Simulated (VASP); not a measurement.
**LiCl: relaxation of cell and atoms with PBEsol**

The system is LiCl.

```
Li Cl
1.0
     3.88144    0.00000    0.00000
    -1.94072    3.36142    0.00000
     0.00000    0.00000   15.44607
Li Cl
5 5
Direct
  0.00000 0.00000 0.00000
  0.33333 0.66667 0.20000
  0.66667 0.33333 0.40000
  0.00000 0.00000 0.60000
  0.33333 0.66667 0.80000
  0.00000 0.00000 0.15000
  0.33333 0.66667 0.35000
  0.66667 0.33333 0.55000
  0.00000 0.00000 0.75000
  0.33333 0.66667 0.95000
```

```yaml
Program: VASP 6.6.1
Task: relaxation of cell and atoms
Functional: PBEsol
Potentials_or_basis: VASP PAW PBE potentials, release 64 (Li_sv, Cl)
Cutoff: 600 eV
k_mesh: 9 × 9 × 2
Occupations: gaussian, width 0.02 eV
Spin: no spin polarisation
Dipole_correction: no
Further_INCAR_settings: ALGO = Normal; EDIFF = 1e-06; IBRION = 2; EDIFFG = -0.01; NSW = 65; ISIF = 3
```

The relaxed volume is 20.10 Å³/atom and the relaxed cell is a = 3.858 Å, b = 3.858 Å, c = 15.588 Å, α = 90.00°, β = 90.00°, γ = 120.00°. The space group after relaxing (to 0.1 Å) is P3m1 (No. 156) and the energy gained by relaxing is 1.1 meV/atom. The ionic steps are 7, the pressure after relaxing is 0.0 GPa and the largest force after relaxing is 0.007 eV/Å. The band gap on the k mesh is 5.87 eV.

Forces on the atoms (eV/Å):
```
Li   0.000  0.000  0.001
Li   0.000  0.000 -0.005
Li   0.000  0.000 -0.001
Li   0.000  0.000  0.003
Li   0.000  0.000  0.007
Cl   0.000  0.000 -0.006
Cl   0.000  0.000 -0.007
Cl   0.000  0.000  0.000
Cl   0.000  0.000  0.004
Cl   0.000  0.000  0.005
```

The path:
| step | energy change (eV) | largest force (eV/Å) | pressure (GPa) | volume (Å³) |
| --- | --- | --- | --- | --- |
| 1 | 0.0000 | 0.1128 | -0.01 | 201.53 |
| 2 | -0.0077 | 0.0641 | -0.02 | 201.51 |
| 3 | -0.0110 | 0.0163 | -0.03 | 201.47 |
| 4 | -0.0110 | 0.0151 | -0.03 | 201.47 |
| 5 | -0.0110 | 0.0135 | -0.03 | 201.47 |
| 6 | -0.0110 | 0.0119 | -0.02 | 201.35 |
| 7 | -0.0110 | 0.0073 | 0.04 | 200.96 |

Final structure:
```cif
data_structure
_symmetry_space_group_name_H-M 'P 1'
_symmetry_Int_Tables_number 1
_cell_length_a 3.8583
_cell_length_b 3.8583
_cell_length_c 15.5882
_cell_angle_alpha 90.000
_cell_angle_beta 90.000
_cell_angle_gamma 120.000
_cell_volume 200.96
loop_
_atom_site_label
_atom_site_type_symbol
_atom_site_fract_x
_atom_site_fract_y
_atom_site_fract_z
_atom_site_occupancy
Li1 Li 0.00000 0.00000 0.99937 1
Li2 Li 0.33333 0.66667 0.19909 1
Li3 Li 0.66667 0.33333 0.39946 1
Li4 Li 0.00000 0.00000 0.59945 1
Li5 Li 0.33333 0.66667 0.79973 1
Cl1 Cl 0.00000 0.00000 0.15053 1
Cl2 Cl 0.33333 0.66667 0.35046 1
Cl3 Cl 0.66667 0.33333 0.55055 1
Cl4 Cl 0.00000 0.00000 0.75064 1
Cl5 Cl 0.33333 0.66667 0.95071 1
```

Levels at points of the mesh, in eV from the valence-band top:
```
           k point  band 22  band 23  band 24  band 25  band 26  band 27  band 28  band 29
(0.00, 0.00, 0.00)    -0.16    -0.04    -0.04     0.00     5.87     6.81     6.83     8.01
(0.00, 0.00, 0.50)    -0.09    -0.09    -0.06    -0.06     6.14     6.17     7.53     7.54
```

Run time: 5.4 min on 1 thread of Intel(R) Xeon(R) 6975P-C (Granite Rapids), with other jobs on the host, peak memory 0.43 GiB.

Caveat: the cutoff is under 1.25 times the usual one of these potentials, so pressure, stress and relaxed cells hold a basis-set (Pulay) error; the PAW data sets were made with another functional, which shifts forces and pressure a little. A k mesh can miss the band edges.
